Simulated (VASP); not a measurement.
# InSb (rocksalt type) (Fm-3m) in VASP: notebook, part 2 of 2

VASP 6.6.1.

### 3 Single point, PBE (27.33 Å³/atom)

This run uses another cell than the first one, of 27.33 Å³/atom.

Contents of INCAR:

```
SYSTEM = InSb
PREC = Accurate ; ENCUT = 520
EDIFF = 1E-7 ; ISMEAR = -1
SIGMA = 0.05 ; LREAL = .FALSE.
LASPH = .TRUE. ; NELM = 60
ALGO = Normal ; ISIF = 2
LWAVE = .FALSE. ; LCHARG = .FALSE.
GGA = PE ; NBANDS = 16
```

Contents of KPOINTS:

```
regular mesh
0
G
  11 11 11
  0 0 0
```

Contents of POSCAR:

```
InSb
1.0
    0.0000000000      3.0122404829      3.0122404829
    3.0122404829      0.0000000000      3.0122404829
    3.0122404829      3.0122404829      0.0000000000
In Sb
1 1
Direct
    0.0000000000      0.0000000000      0.0000000000
    0.5000000000      0.5000000000      0.5000000000
```

Potentials or basis: VASP PAW PBE potentials, release 64 (In_d, Sb).

Launch:

```sh
> cat potpaw_PBE.64/In_d/POTCAR potpaw_PBE.64/Sb/POTCAR > POTCAR
> mpirun -np 1 vasp_std > vasp.out
```

OUTCAR:

```text
SYSTEM = InSb
   PREC = Accurate
   ENCUT = 520
   EDIFF = 1E-7
   ISMEAR = -1
   LREAL = .FALSE.
   LASPH = .TRUE.
   NELM = 60
   ISIF = 2
   GGA = PE

 ion  position               nearest neighbor table
   1  0.000  0.000  0.000-   2 3.01   2 3.01   2 3.01   2 3.01   2 3.01   2 3.01
   2  0.500  0.500  0.500-   1 3.01   1 3.01   1 3.01   1 3.01   1 3.01   1 3.01

  LATTYP: Found a face centered cubic cell.
 ALAT       =     6.0244809658

  Lattice vectors:

 A1 = (   0.0000000000,   3.0122404829,   3.0122404829)
 A2 = (   3.0122404829,   0.0000000000,   3.0122404829)
 A3 = (   3.0122404829,   3.0122404829,   0.0000000000)

Analysis of symmetry for initial positions (statically):
=====================================================================
 Subroutine PRICEL returns:
 Original cell was already a primitive cell.

 Routine SETGRP: Setting up the symmetry group for a
 face centered cubic supercell.

 Subroutine GETGRP returns: Found 48 space group operations
 (whereof 48 operations were pure point group operations)
 out of a pool of 48 trial point group operations.

The static configuration has the point symmetry O_h .

Analysis of symmetry for dynamics (positions and initial velocities):
=====================================================================
 Subroutine PRICEL returns:
 Original cell was already a primitive cell.

 Routine SETGRP: Setting up the symmetry group for a
 face centered cubic supercell.

 Subroutine GETGRP returns: Found 48 space group operations
 (whereof 48 operations were pure point group operations)
 out of a pool of 48 trial point group operations.

The dynamic configuration has the point symmetry O_h .

 Subroutine INISYM returns: Found 48 space group operations
 (whereof 48 operations are pure point group operations),
 and found     1 'primitive' translations

----------------------------------------------------------------------------------------
[... 110 lines left out ...]
   IALGO  =     38    algorithm
   IMIX   =      4    mixing-type and parameters
     AMIX     =   0.40;   BMIX     =  1.00
     AMIX_MAG =   1.60;   BMIX_MAG =  1.00
  volume/ion in A,a.u.               =      27.33       184.44
  Fermi-wavevector in a.u.,A,eV,Ry     =   1.130488  2.136313 17.388294  1.278004
  Thomas-Fermi vector in A             =   2.267185
   LORBIT       =      0    0 simple, 1 ext, 2 COOP (PROOUT), +10 PAW based schemes
   GGA     = PE    functional components
   LHFCALC =     F    Hartree Fock is set to
   AEXX    =    0.0000 exact exchange contribution
   IVDW    =     0    specifies the selected vdW correction
   LEPSILON=     F    determine dielectric tensor
   LRPA    =     F    only Hartree local field effects (RPA)
 non-spin polarized calculation
  energy-cutoff  :      520.00
  volume of cell :       54.66
 maximum number of plane-waves:      1485
   NGX = 15   NGY = 15   NGZ = 15

 number of electron      17.9999992 magnetization

 Free energy of the ion-electron system (eV)
  ---------------------------------------------------
  ext. energy  EPLUGINS =         0.00000000
  ---------------------------------------------------
  free energy    TOTEN  =        -6.63145621 eV

  energy without entropy =       -6.61918472  energy(sigma->0) =       -6.62532047

 E-fermi :   7.2783     XC(G=0):  -9.9810

 val. band max:        7.2531676935   @ k =   0.0909   0.0000   0.0000
 cond. band min:       7.2944438786   @ k =   0.1818   0.0000   0.0000
 fundamental gap:      0.0412761851
 Fermi energy:         7.2783205951

 k-point     1 :       0.0000    0.0000    0.0000
  band No.  band energies     occupation
      1      -7.1995      2.00000
      2      -7.1995      2.00000
      3      -7.1665      2.00000
      4      -7.1665      2.00000
      5      -7.1665      2.00000
      6      -4.0020      2.00000
[... 433 lines left out ...]
      3      -7.1651      2.00000
      4      -7.1504      2.00000
      5      -7.1458      2.00000
      6      -3.0268      2.00000
[... 8 lines left out ...]
     15      14.9214      0.00000
     16      17.3398      0.00000

 [... further k-points ...]

------------------------ aborting loop because EDIFF is reached ----------------------------------------

  FORCE on cell =-STRESS in cart. coord.  units (eV):
  Direction    XX          YY          ZZ          XY          YZ          ZX
  --------------------------------------------------------------------------------------
  -------------------------------------------------------------------------------------
  Total        1.1511093      1.1511093      1.1511093      0.0000000      0.0000000      0.0000000
  in kB       33.7386913     33.7386913     33.7386913      0.0000000      0.0000000      0.0000000
  external PRESSURE =      33.7386913 kB  Pullay stress =       0.0000000 kB

 VOLUME and BASIS-vectors are now :
 -----------------------------------------------------------------------------
  energy-cutoff  :      520.00
  volume of cell :       54.66
      direct lattice vectors                 reciprocal lattice vectors
     0.000000000  3.012240483  3.012240483    -0.165989403  0.165989403  0.165989403
     3.012240483  0.000000000  3.012240483     0.165989403 -0.165989403  0.165989403
     3.012240483  3.012240483  0.000000000     0.165989403  0.165989403 -0.165989403

 POSITION                                       TOTAL-FORCE (eV/Angst)
 -----------------------------------------------------------------------------------
      0.00000      0.00000      0.00000        -0.000000     -0.000000     -0.000000
      3.01224      3.01224      3.01224         0.000000      0.000000      0.000000
 -----------------------------------------------------------------------------------
    total drift:                                0.000000     -0.000000     -0.000000

  FREE ENERGIE OF THE ION-ELECTRON SYSTEM (eV)
  ---------------------------------------------------
  free  energy   TOTEN  =        -6.6314562120 eV

  energy  without entropy=       -6.6191847197  energy(sigma->0) =       -6.62532047
```

stdout:

```text
POSCAR found type information on POSCAR InSb
 POSCAR found :  2 types and       2 ions
 scaLAPACK will be used
 LDA part: xc-table for (Slater+PW92), standard interpolation
 POSCAR, INCAR and KPOINTS ok, starting setup
 FFT: planning ... GRIDC
 FFT: planning ... GRID_SOFT
 FFT: planning ... GRID
 WAVECAR not read
 entering main loop
```

Run time: 61 s. Hardware: 1 thread of Intel Xeon 8259CL, shared host; peak memory 0.21 GiB.

What came out:

* Free energy: -6.6315 eV
* Pressure: 3.4 GPa
* Band gap on the k mesh: zero (bands 9 and 10 overlap by 2.88 eV)

Levels at points of the mesh, in eV from the Fermi level:
```csv
k point,band 5,band 6,band 7,band 8,band 9,band 10,band 11,band 12,band 13,band 14
"(0.00, 0.00, 0.00)",-14.44,-11.28,-0.05,-0.04,-0.04,-0.04,6.22,6.22,6.22,6.25
```

Caveat: the cell stands under pressure; spin-orbit coupling is left out, which moves the levels of the heavy elements.
